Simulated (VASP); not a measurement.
# TiAl3 in VASP: a series of runs, part 2 of 2

VASP 6.6.1. The steps go on from the part before.

## 4. Single point, PBEsol

This run uses another cell than the first one, of 16.29 Å³/atom.

Contents of INCAR:

```
  PREC = Accurate
  ENCUT = 520
  EDIFF = 1E-6
  ISMEAR = 0
  SIGMA = 0.1
  LREAL = F
  LASPH = T
  NELM = 80
  ALGO = Normal
  ISIF = 2
  LWAVE = F
  LCHARG = T
  GGA = PS
  LELF = T
  LVHAR = T
  NBANDS = 18
```

Contents of KPOINTS:

```
regular mesh
0
Gamma
  1 1 1
```

Contents of POSCAR:

```
TiAl3
1.0
    2.8396770000      0.0000000000      0.0000000000
    0.0000000000      4.6812640000      0.0000000000
    0.0000000000      0.0000000000      4.9007420000
Ti Al
1 3
Direct
    0.0000000000      0.5000000000      0.1659160000
    0.5000000000      0.5000000000      0.6672710000
    0.5000000000      0.0000000000      0.3309120000
    0.0000000000      0.0000000000      0.8359000000
```

Potentials or basis: VASP PAW PBE potentials, release 64 (Ti_sv, Al).

The run is started by

```bash
$ cat potpaw_PBE.64/Ti_sv/POTCAR potpaw_PBE.64/Al/POTCAR > POTCAR
$ mpirun -np 1 vasp_gam > vasp.out
```

OUTCAR:

```text
PREC = Accurate
   ENCUT = 520
   EDIFF = 1E-6
   ISMEAR = 0
   LREAL = F
   LASPH = T
   NELM = 80
   ISIF = 2
   GGA = PS

 ion  position               nearest neighbor table
   1  0.000  0.500  0.166-   2 2.83   2 2.83   2 2.84   2 2.84   4 2.85   4 2.85   3 2.85   3 2.85
                             3 2.85   3 2.85
   2  0.500  0.500  0.667-   1 2.83   1 2.83   1 2.84   1 2.84   4 2.86   4 2.86   4 2.86   4 2.86
                             3 2.86   3 2.86
   3  0.500  0.000  0.331-   4 2.81   4 2.81   4 2.85   4 2.85   1 2.85   1 2.85   1 2.85   1 2.85
                             2 2.86   2 2.86
   4  0.000  0.000  0.836-   3 2.81   3 2.81   1 2.85   1 2.85   3 2.85   3 2.85   2 2.86   2 2.86
                             2 2.86   2 2.86

  LATTYP: Found a simple orthorhombic cell.
 ALAT       =     2.8396770000
 B/A-ratio  =     1.6485198845
 C/A-ratio  =     1.7258096607

  Lattice vectors:

 A1 = (   2.8396770000,   0.0000000000,   0.0000000000)
 A2 = (   0.0000000000,   4.6812640000,   0.0000000000)
 A3 = (   0.0000000000,   0.0000000000,   4.9007420000)

Analysis of symmetry for initial positions (statically):
=====================================================================
 Subroutine PRICEL returns:
[... 155 lines left out ...]
 cond. band min:      10.0091521035   @ k =   0.0000   0.0000   0.0000
 fundamental gap:      2.5944098354
 Fermi energy:         7.4150869411

 k-point     1 :       0.0000    0.0000    0.0000
  band No.  band energies     occupation
      1     -48.5739      2.00000
      2     -24.8821      2.00000
      3     -24.8406      2.00000
      4     -24.8300      2.00000
      5      -2.0926      2.00000
      6       2.6001      2.00000
[... 10 lines left out ...]
     17      14.0279      0.00000
     18      14.0948      0.00000

------------------------ aborting loop because EDIFF is reached ----------------------------------------

  FORCE on cell =-STRESS in cart. coord.  units (eV):
  Direction    XX          YY          ZZ          XY          YZ          ZX
  --------------------------------------------------------------------------------------
  -------------------------------------------------------------------------------------
  Total      -41.1994707     13.4965202     14.0530834      0.0000000      0.0000000      0.0000000
  in kB    -1013.2306113    331.9238611    345.6115830      0.0000000      0.0000000      0.0000000
  external PRESSURE =    -111.8983891 kB  Pullay stress =       0.0000000 kB

 VOLUME and BASIS-vectors are now :
 -----------------------------------------------------------------------------
  energy-cutoff  :      520.00
  volume of cell :       65.15
      direct lattice vectors                 reciprocal lattice vectors
     2.839677000  0.000000000  0.000000000     0.352152727  0.000000000  0.000000000
     0.000000000  4.681264000  0.000000000     0.000000000  0.213617519  0.000000000
     0.000000000  0.000000000  4.900742000     0.000000000  0.000000000  0.204050734

 POSITION                                       TOTAL-FORCE (eV/Angst)
 -----------------------------------------------------------------------------------
      0.00000      2.34063      0.81311         0.000000      0.000000     -0.944637
      1.41984      2.34063      3.27012         0.000000      0.000000     -0.398062
      1.41984      0.00000      1.62171         0.000000      0.000000      2.918274
      0.00000      0.00000      4.09653         0.000000      0.000000     -1.575575
 -----------------------------------------------------------------------------------
    total drift:                                0.000000      0.000000      0.000177

  FREE ENERGIE OF THE ION-ELECTRON SYSTEM (eV)
  ---------------------------------------------------
  free  energy   TOTEN  =       -28.9412101982 eV

  energy  without entropy=      -28.8839178550  energy(sigma->0) =      -28.91256403
```

stdout:

```text
POSCAR found type information on POSCAR TiAl
 POSCAR found :  2 types and       4 ions
 scaLAPACK will be used
 -----------------------------------------------------------------------------
|                                                                             |
|                                                                             |
|     You enforced a specific xc type in the INCAR file but a different       |
|     I HOPE YOU KNOW WHAT YOU ARE DOING!                                     |
|                                                                             |
 -----------------------------------------------------------------------------

 LDA part: xc-table for (Slater+PW92), standard interpolation
 POSCAR, INCAR and KPOINTS ok, starting setup
 FFT: planning ... GRIDC
 FFT: planning ... GRID_SOFT
 FFT: planning ... GRID
 WAVECAR not read
 entering main loop
```

Run time: 6.3 s. Hardware: 1 thread of AMD EPYC 7R13, shared host; peak memory 0.16 GiB.

What came out:

```yaml
Free_energy: -28.9412 eV
Pressure: -11.2 GPa
Largest_force: 2.918 eV/Å
Band_gap_on_the_k_mesh: zero (an odd number of electrons rules out a gap without spin polarisation)
```

Forces in eV/Å, atoms in the order of the input:
```
Ti   0.000  0.000 -0.945
Al   0.000  0.000 -0.398
Al   0.000  0.000  2.918
Al   0.000  0.000 -1.576
```

Stress tensor (GPa, compression positive):
```
-101.32    0.00    0.00
   0.00   33.19    0.00
   0.00    0.00   34.56
```

Levels at points of the mesh, in eV from the Fermi level:
```csv
k point,band 7,band 8,band 9,band 10,band 11,band 12,band 13,band 14,band 15,band 16
"(0.00, 0.00, 0.00)",-3.18,-2.79,-1.90,-0.20,0.00,2.59,2.64,3.19,3.22,3.56
```

Caveat: the k points lie up to 2.21 Å⁻¹ apart, too coarse for converged energies and pressures of a metal; the PAW data sets were made with another functional, which shifts forces and pressure a little.

## 5. Single point, PBEsol

This run uses another cell than the first one, of 16.29 Å³/atom.

Contents of INCAR:

```
SYSTEM = TiAl3
PREC = Accurate
ENCUT = 520
EDIFF = 1E-6
ISMEAR = 0
SIGMA = 0.1
LREAL = .False.
LASPH = .True.
NELM = 60
ALGO = Fast
ISIF = 2
LWAVE = .False.
LCHARG = .False.
GGA = PS
NBANDS = 18
```

Contents of KPOINTS:

```
Automatic mesh
0
Gamma
  2 2 2
  0 0 0
```

POSCAR is that of step 4.

Potentials or basis: VASP PAW PBE potentials, release 64 (Ti_sv, Al).

The run is started by

```bash
$ cat potpaw_PBE.64/Ti_sv/POTCAR potpaw_PBE.64/Al/POTCAR > POTCAR
$ mpirun -np 1 vasp_std > vasp.out
```

OUTCAR:

```text
SYSTEM = TiAl3
   PREC = Accurate
   ENCUT = 520
   EDIFF = 1E-6
   ISMEAR = 0
   LREAL = .False.
   LASPH = .True.
   NELM = 60
   ISIF = 2
   GGA = PS

 ion  position               nearest neighbor table
   1  0.000  0.500  0.166-   2 2.83   2 2.83   2 2.84   2 2.84   4 2.85   4 2.85   3 2.85   3 2.85
                             3 2.85   3 2.85
   2  0.500  0.500  0.667-   1 2.83   1 2.83   1 2.84   1 2.84   4 2.86   4 2.86   4 2.86   4 2.86
                             3 2.86   3 2.86
   3  0.500  0.000  0.331-   4 2.81   4 2.81   4 2.85   4 2.85   1 2.85   1 2.85   1 2.85   1 2.85
                             2 2.86   2 2.86
   4  0.000  0.000  0.836-   3 2.81   3 2.81   1 2.85   1 2.85   3 2.85   3 2.85   2 2.86   2 2.86
                             2 2.86   2 2.86

  LATTYP: Found a simple orthorhombic cell.
 ALAT       =     2.8396770000
 B/A-ratio  =     1.6485198845
 C/A-ratio  =     1.7258096607

  Lattice vectors:

 A1 = (   2.8396770000,   0.0000000000,   0.0000000000)
 A2 = (   0.0000000000,   4.6812640000,   0.0000000000)
 A3 = (   0.0000000000,   0.0000000000,   4.9007420000)

Analysis of symmetry for initial positions (statically):
=====================================================================
[... 164 lines left out ...]
 cond. band min:       7.9939398780   @ k =   0.0000   0.5000   0.5000
 fundamental gap:      0.0609374002
 Fermi energy:         7.9409475331

 k-point     1 :       0.0000    0.0000    0.0000
  band No.  band energies     occupation
      1     -48.2125      2.00000
      2     -24.7074      2.00000
      3     -24.6394      2.00000
      4     -24.1923      2.00000
      5      -2.1566      2.00000
      6       2.8927      2.00000
[... 145 lines left out ...]
      5       4.1788      2.00000
      6       4.3058      2.00000
[... 10 lines left out ...]
     17      13.3487      0.00000
     18      15.6158      0.00000

------------------------ aborting loop because EDIFF is reached ----------------------------------------

  FORCE on cell =-STRESS in cart. coord.  units (eV):
  Direction    XX          YY          ZZ          XY          YZ          ZX
  --------------------------------------------------------------------------------------
  -------------------------------------------------------------------------------------
  Total       -1.8663950     -1.9163291     -1.2879591      0.0000000      0.0000000      0.0000000
  in kB      -45.9007978    -47.1288404    -31.6751532      0.0000000      0.0000000      0.0000000
  external PRESSURE =     -41.5682638 kB  Pullay stress =       0.0000000 kB

 VOLUME and BASIS-vectors are now :
 -----------------------------------------------------------------------------
  energy-cutoff  :      520.00
  volume of cell :       65.15
      direct lattice vectors                 reciprocal lattice vectors
     2.839677000  0.000000000  0.000000000     0.352152727  0.000000000  0.000000000
     0.000000000  4.681264000  0.000000000     0.000000000  0.213617519  0.000000000
     0.000000000  0.000000000  4.900742000     0.000000000  0.000000000  0.204050734

 POSITION                                       TOTAL-FORCE (eV/Angst)
 -----------------------------------------------------------------------------------
      0.00000      2.34063      0.81311         0.000000      0.000000      0.085863
      1.41984      2.34063      3.27012         0.000000      0.000000     -0.118560
      1.41984      0.00000      1.62171         0.000000      0.000000      0.137136
      0.00000      0.00000      4.09653         0.000000      0.000000     -0.104439
 -----------------------------------------------------------------------------------
    total drift:                                0.000000      0.000000      0.000303

  FREE ENERGIE OF THE ION-ELECTRON SYSTEM (eV)
  ---------------------------------------------------
  free  energy   TOTEN  =       -22.5507237696 eV

  energy  without entropy=      -22.5207904925  energy(sigma->0) =      -22.53575713
```

stdout:

```text
POSCAR found type information on POSCAR TiAl
 POSCAR found :  2 types and       4 ions
 scaLAPACK will be used
 -----------------------------------------------------------------------------
|                                                                             |
|                                                                             |
|     You enforced a specific xc type in the INCAR file but a different       |
|     I HOPE YOU KNOW WHAT YOU ARE DOING!                                     |
|                                                                             |
 -----------------------------------------------------------------------------

 LDA part: xc-table for (Slater+PW92), standard interpolation
 POSCAR, INCAR and KPOINTS ok, starting setup
 FFT: planning ... GRIDC
 FFT: planning ... GRID_SOFT
 FFT: planning ... GRID
 WAVECAR not read
 entering main loop
```

It took 29 s on 1 thread of AMD EPYC 7R13, shared host; peak memory 0.17 GiB.

Results:

```
Free energy            : -22.5507 eV
Pressure               : -4.2 GPa
Largest force          : 0.137 eV/Å
Band gap on the k mesh : zero (an odd number of electrons rules out a gap without spin polarisation)
```

Forces on the atoms (eV/Å):
```
Ti   0.000  0.000  0.086
Al   0.000  0.000 -0.119
Al   0.000  0.000  0.137
Al   0.000  0.000 -0.104
```

Levels at points of the mesh, in eV from the Fermi level:
```tsv
k point	band 7	band 8	band 9	band 10	band 11	band 12	band 13	band 14	band 15	band 16
(0.00, 0.00, 0.00)	-3.79	-3.44	-2.59	-0.71	-0.24	2.50	2.52	2.75	2.82	3.14
(0.50, 0.00, 0.00)	-2.05	-1.91	-1.66	0.36	0.66	0.77	1.43	1.57	2.30	2.69
(0.00, 0.50, 0.00)	-3.47	-3.10	-1.93	-1.40	-0.03	2.36	2.51	2.72	3.19	4.71
(0.50, 0.50, 0.00)	-3.59	-3.26	-1.56	-0.43	-0.26	0.84	1.13	1.34	3.48	3.90
(0.00, 0.00, 0.50)	-3.34	-2.21	-2.03	-1.01	-0.13	2.34	2.38	2.54	3.27	4.11
(0.50, 0.00, 0.50)	-3.82	-3.43	-1.22	-0.12	-0.03	0.67	1.24	1.98	3.29	3.73
(0.00, 0.50, 0.50)	-6.97	-4.72	-0.01	0.05	0.81	2.39	2.41	3.71	5.00	5.28
(0.50, 0.50, 0.50)	-3.48	-3.23	-2.75	-2.71	-0.72	-0.11	1.10	2.13	2.46	2.62
```

Caveat: the k points lie up to 1.11 Å⁻¹ apart, too coarse for converged energies and pressures of a metal; the PAW data sets were made with another functional, which shifts forces and pressure a little.

## 6. Summary

```tsv
cell	k mesh	cutoff (eV)	gap on the mesh (eV)	pressure (GPa)	largest force (eV/Å)
a = 11.359, b = 4.681, c = 4.901 Å, 16 atoms, atomic positions A	2 × 4 × 4	500	none	-2.1	0.59
a = 2.840, b = 4.681, c = 4.901 Å, 4 atoms, atomic positions B	1 × 1 × 1	520	none	-11.2	2.92
a = 2.840, b = 4.681, c = 4.901 Å, 4 atoms, atomic positions B	2 × 2 × 2	520	none	-4.2	0.14
```

Alike in all rows: task single point; level PBEsol; potentials or basis VASP PAW PBE potentials, release 64 (Ti_sv, Al); no spin polarisation; smearing gaussian 0.1 eV.

Caveats: some runs use coarse meshes; the PAW data sets were made with another functional, which shifts forces and pressure a little.

Total energies depend on the potentials used, so only differences within one code and one set of settings carry meaning.

The gap in the log of VASP goes by the Fermi energy; the results here count the filled bands.